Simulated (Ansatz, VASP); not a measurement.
# Bi2Te3: VASP beside Ansatz

```
CELL_PARAMETERS angstrom
2.28136 1.23096 10.43071
-2.25879 1.21866 10.42748
0.00063 -2.66282 10.45481
ATOMIC_POSITIONS crystal
Bi 0.39560 0.40937 0.37650
Bi 0.63701 0.59837 0.58222
Te 0.95554 0.03188 0.00807
Te 0.21927 0.20273 0.22467
Te 0.79257 0.75765 0.80853
```

Change from the starting cell: all atoms moved at random (sigma 0.1 Å), cell strained at random (1 %).

Alike in both runs: task single point; functional PBE; k mesh 8 × 8 × 8; occupations gaussian, width 0.05 eV; no spin polarisation.

|  | VASP | Ansatz |
| --- | --- | --- |
| version | VASP 6.6.1 | Ansatz 0.2.0 |
| potentials or method | VASP PAW PBE potentials, release 64 (Bi_d, Te), cutoff 520 eV | scalar-relativistic, plane waves, PAW |
| valence electrons in the cell | 48 | 78 |

|  | VASP | Ansatz | Ansatz less VASP |
| --- | --- | --- | --- |
| gap on the k mesh at the Fermi level (eV) | 0.39 | 0.39 | +0.007 |
| least direct gap on the mesh (eV) | 0.39 | 0.39 | +0.007 |
| pressure (GPa) | -0.4 | -0.3 | +0.02 |
| traceless stress, the component that is largest in VASP (GPa) | -0.92 | -0.92 | +0.003 |
| rms of the force components (eV/Å) | 0.468 | 0.469 | +0.0017 |

Atom by atom the forces differ by 0.003 eV/Å (rms over components). VASP's potentials hold 48 valence electrons a cell and Ansatz's 78, so a difference there can come from the potentials and not from the codes.

Neither program's run includes spin-orbit coupling.
